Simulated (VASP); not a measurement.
# ZnO: single point with LDA

ZnO:

```
CELL_PARAMETERS angstrom
3.17121 0.00000 0.00000
-1.58561 2.74635 0.00000
0.00000 0.00000 5.17778
ATOMIC_POSITIONS crystal
Zn 0.33333 0.66667 0.50161
Zn 0.66667 0.33333 0.00161
O 0.66667 0.33333 0.37740
O 0.33333 0.66667 0.87740
```

This cell differs from its parent crystal: in-plane strain -0.005, then relaxed in part.

```yaml
Program: VASP 6.6.1
Task: single point
Functional: LDA
Potentials_or_basis: VASP PAW LDA potentials, release 64 (Zn, O_h)
Cutoff: 1340 eV
k_mesh: 8 × 8 × 4
Occupations: gaussian, width 0.01 eV
Spin: no spin polarisation
```

- Pressure: 1.9 GPa
- Band gap on the k mesh: 0.81 eV

Forces in eV/Å, atoms in the order of the input:
```
Zn   0.000  0.000  0.003
Zn   0.000  0.000  0.003
O    0.000  0.000 -0.003
O    0.000  0.000 -0.003
```

Stress tensor (GPa, compression positive):
```
2.32 0.00 0.00
0.00 2.32 0.00
0.00 0.00 1.19
```

Levels at points of the mesh, in eV from the valence-band top:
```tsv
k point	band 14	band 15	band 16	band 17	band 18	band 19	band 20	band 21	band 22	band 23
(0.00, 0.00, 0.00)	-0.87	-0.87	-0.11	0.00	0.00	0.81	5.36	8.13	13.09	13.09
(0.50, 0.00, 0.00)	-3.76	-3.05	-2.45	-1.44	-0.89	5.92	6.79	7.38	8.81	10.63
(0.00, 0.00, 0.50)	-2.36	-0.43	-0.43	-0.43	-0.43	3.49	3.49	10.02	10.02	13.40
(0.50, 0.00, 0.50)	-3.95	-1.62	-1.62	-1.55	-1.55	5.63	5.63	8.61	8.61	11.34
```

Run time: 110 s on 1 thread of Intel(R) Xeon(R) Platinum 8375C CPU @ 2.90GHz (Ice Lake), on a shared host, peak memory 0.32 GiB.

Caveat: the cell differs from its parent crystal (in-plane strain -0.005, then relaxed in part).
